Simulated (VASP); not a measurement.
Set up this calculation in VASP 6.6.1, as the native input.

* Task: single point
* Functional: r2SCAN
* Potentials or basis: VASP PAW PBE potentials, release 64 (Pb_d, S)
* Cutoff: 550 eV
* k mesh: 7 × 7 × 7
* Occupations: fermi-dirac, width 0.05 eV
* Spin: no spin polarisation
* Dipole correction: no
* Further INCAR settings: ALGO = Normal; EDIFF = 1e-06; NBANDS = 17

Crystal: PbS.

```
CELL_PARAMETERS angstrom
3.72532 0.00000 0.00000
0.00000 3.72532 0.00000
0.00000 0.00000 3.72532
ATOMIC_POSITIONS crystal
Pb 0.00000 0.00000 0.00000
S 0.50000 0.50000 0.50000
```

These files were run (other wordings do the same):

POSCAR

```
PbS
1.0
    3.7253175652      0.0000000000      0.0000000000
    0.0000000000      3.7253175652      0.0000000000
    0.0000000000      0.0000000000      3.7253175652
Pb S
1 1
Direct
    0.0000000000      0.0000000000      0.0000000000
    0.5000000000      0.5000000000      0.5000000000
```

INCAR.step1

```
PREC = Accurate
ENCUT = 550
ISMEAR = -1
SIGMA = 0.05
LREAL = F
LASPH = T
NELM = 120
NBANDS = 17
GGA = PE
ALGO = Normal
EDIFF = 1E-5
LWAVE = T
LCHARG = F
GGA_COMPAT = F
```

INCAR.step2

```
PREC = Accurate
ENCUT = 550
EDIFF = 1E-6
ISMEAR = -1
SIGMA = 0.05
LREAL = F
LASPH = T
NELM = 120
ALGO = Normal
ISIF = 2
LWAVE = F
LCHARG = T
METAGGA = R2SCAN
LMIXTAU = T
LELF = T
LVHAR = T
NBANDS = 17
ISTART = 1
GGA_COMPAT = F
```

KPOINTS

```
regular mesh
0
Gamma
  7 7 7
```

Potentials or basis: VASP PAW PBE potentials, release 64 (Pb_d, S).

Run with:

```bash
$ cat potpaw_PBE.64/Pb_d/POTCAR potpaw_PBE.64/S/POTCAR > POTCAR
$ cp INCAR.step1 INCAR
$ mpirun -np 1 vasp_std > vasp.out
$ cp INCAR.step2 INCAR
$ mpirun -np 1 vasp_std > vasp.out
```

Results of the run:

The pressure is -3.8 GPa and the band gap on the k mesh is 0.47 eV, indirect (least direct gap 1.57 eV).

Caveat: the PAW data sets were made with another functional, which shifts forces and pressure a little; spin-orbit coupling is left out, which moves the levels of the heavy elements.

Run time: 39 s on 1 thread of Intel Xeon 6975P-C (shared host), peak memory 0.17 GiB.
